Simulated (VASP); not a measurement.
Write the native input for VASP 6.6.1 that does the following.

- Task: single point
- Functional: PBEsol
- Potentials or basis: VASP PAW PBE potentials, release 64 (Sn_d, O)
- Cutoff: 520 eV
- k mesh: 10 × 10 × 10
- Occupations: fermi-dirac, width 0.05 eV
- Spin: no spin polarisation
- Dipole correction: no
- Further INCAR settings: ALGO = Normal; EDIFF = 1e-07; NBANDS = 20

The structure of SnO2 lies in POSCAR:

```
SnO2
1.0
    1.6278026130      0.9398122768      4.8323855144
   -1.6278026130      0.9398122768      4.8323855144
    0.0000000000     -1.8796245536      4.8323855144
Sn O
1 2
Direct
    0.5000000000      0.5000000000      0.5000000000
    0.7628300000      0.7628300000      0.7628300000
    0.2371700000      0.2371700000      0.2371700000
```

The input as run:

INCAR

```
PREC     = Accurate       # precision mode
ENCUT    = 520            # plane-wave cutoff, eV
EDIFF    = 1E-7           # SCF threshold, eV
ISMEAR   = -1             # smearing method
SIGMA    = 0.05           # smearing width, eV
LREAL    = F              # projectors in reciprocal space
LASPH    = T              # aspherical terms in the spheres
NELM     = 80             # most SCF steps
ALGO     = Normal         # electronic algorithm
ISIF     = 2              # what is computed and relaxed
LWAVE    = F              # write WAVECAR
LCHARG   = F              # write CHGCAR
GGA      = PS             # functional
NBANDS   = 20             # bands
```

KPOINTS

```
Automatic mesh
0
Gamma
  10 10 10
```

Potentials or basis: VASP PAW PBE potentials, release 64 (Sn_d, O).

Launch:

```sh
$ cat potpaw_PBE.64/Sn_d/POTCAR potpaw_PBE.64/O/POTCAR > POTCAR
$ mpirun -np 1 vasp_std > vasp.out
```

Results of the run:

The pressure is -7.1 GPa. The largest force is 0.541 eV/Å and the band gap on the k mesh is 1.73 eV, indirect (least direct gap 1.83 eV).

Caveat: the PAW data sets were made with another functional, which shifts forces and pressure a little; spin-orbit coupling is left out, which moves the levels of the heavy elements.

Run time: 2.9 min on 1 thread of Intel(R) Xeon(R) Platinum 8488C (Sapphire Rapids), on a shared host, peak memory 0.29 GiB.
